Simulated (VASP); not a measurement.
Wanted: the native input for a VASP 6.6.1 run.

| Item | Value |
| --- | --- |
| Task | electric field gradients |
| Functional | r2SCAN |
| Potentials or basis | VASP PAW PBE potentials, release 64 (Ag_sv_GW) |
| Cutoff | 510 eV |
| k mesh | 12 × 12 × 6 |
| Occupations | fermi-dirac, width 0.05 eV |
| Spin | no spin polarisation |
| Dipole correction | no |
| Further INCAR settings | ALGO = Normal; EDIFF = 1e-08; NBANDS = 26 |

Ag:

```
Ag
1.0
     2.94010    0.00000    0.00000
    -1.47005    2.54620    0.00000
     0.00000    0.00000    4.76296
Ag
2
Direct
  0.19333 0.59667 0.14500
  0.80667 0.40333 0.85500
```

This cell differs from its parent crystal: shortest bond scaled by 0.58.

The input as run:

POSCAR

```
Ag
1.0
    2.9401015088      0.0000000000      0.0000000000
   -1.4700507544      2.5462025963      0.0000000000
    0.0000000000      0.0000000000      4.7629644442
Ag
2
Direct
    0.1933333333      0.5966666667      0.1450000000
    0.8066666667      0.4033333333      0.8550000000
```

INCAR.step1

```
ALGO = Normal
EDIFF = 1E-5
ENCUT = 510
GGA = PE
GGA_COMPAT = False
ISMEAR = -1
LASPH = True
LCHARG = False
LREAL = False
LWAVE = True
NBANDS = 26
NELM = 120
PREC = Accurate
SIGMA = 0.05
```

INCAR.step2

```
ALGO = Normal
EDIFF = 1E-8
ENCUT = 510
GGA_COMPAT = False
ISIF = 2
ISMEAR = -1
ISTART = 1
LASPH = True
LCHARG = False
LEFG = True
LMIXTAU = True
LREAL = False
LWAVE = False
METAGGA = R2SCAN
NBANDS = 26
NELM = 120
PREC = Accurate
SIGMA = 0.05
```

KPOINTS

```
k-points
0
Gamma
  12 12 6
```

Potentials or basis: VASP PAW PBE potentials, release 64 (Ag_sv_GW).

Command:

```console
$ cat potpaw_PBE.64/Ag_sv_GW/POTCAR > POTCAR
$ cp INCAR.step1 INCAR
$ mpirun -np 1 vasp_std > vasp.out
$ cp INCAR.step2 INCAR
$ mpirun -np 1 vasp_std > vasp.out
```

It gave:

```json
{
  "Pressure": "156.1 GPa",
  "Largest force": "58.635 eV/Å",
  "Band gap on the k mesh": "zero (bands 19 and 20 overlap by 4.98 eV)",
  "Largest electric field gradient by atom": "Ag +112.8 V/Å²"
}
```

Caveat: the cell differs from its parent crystal (shortest bond scaled by 0.58); atoms lie so close that the PAW spheres overlap strongly, which falsifies energies and pressures; the stress differs along the axes, from 49 to 295 GPa; without QUAD_EFG the Cq values of the log hold for a quadrupole moment of 1 mb, not for the nuclei; the PAW data sets were made with another functional, which shifts forces and pressure a little.

It took 11 min on 1 thread of AMD EPYC 9R45 96-Core Processor (Zen 5) (shared host), peak memory 0.31 GiB.
